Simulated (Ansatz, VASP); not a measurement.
Cu in VASP and in Ansatz

```
Cu
1.0
     0.00000    1.75981    1.75981
     1.75981    0.00000    1.75981
     1.75981    1.75981    0.00000
Cu
1
Direct
  0.00000 0.00000 0.00000
```

Alike in both runs: functional LDA; k mesh 10 × 10 × 10; occupations gaussian, width 0.1 eV; no spin polarisation.

Ansatz relaxed the structure, and its values are those at the end. VASP's run is a single point on that final structure, the one shown.

```csv
,VASP,Ansatz
version,VASP 6.6.1,Ansatz 0.2.0
potentials or method,"VASP PAW LDA potentials, release 64 (Cu), cutoff 520 eV","scalar-relativistic, plane waves, PAW"
valence electrons in the cell,11,19
```

Ansatz gave:

| Property | Result |
| --- | --- |
| gap on the k mesh at the Fermi level (eV) | none |
| pressure (GPa) | -0.3 |

**Question.** Estimate VASP's values.

**Answer.** gap on the k mesh at the Fermi level (eV): none; pressure (GPa): 1.0.

Ansatz warns that its potentials were made for another functional, while VASP's fit it. LDA's correlation is that of Perdew and Zunger in VASP and of Perdew and Wang (1992) in Ansatz. A gap of «none» marks a metal or a gap that the smearing closes. VASP's potentials hold 11 valence electrons a cell and Ansatz's 19, so a difference there can come from the potentials and not from the codes.
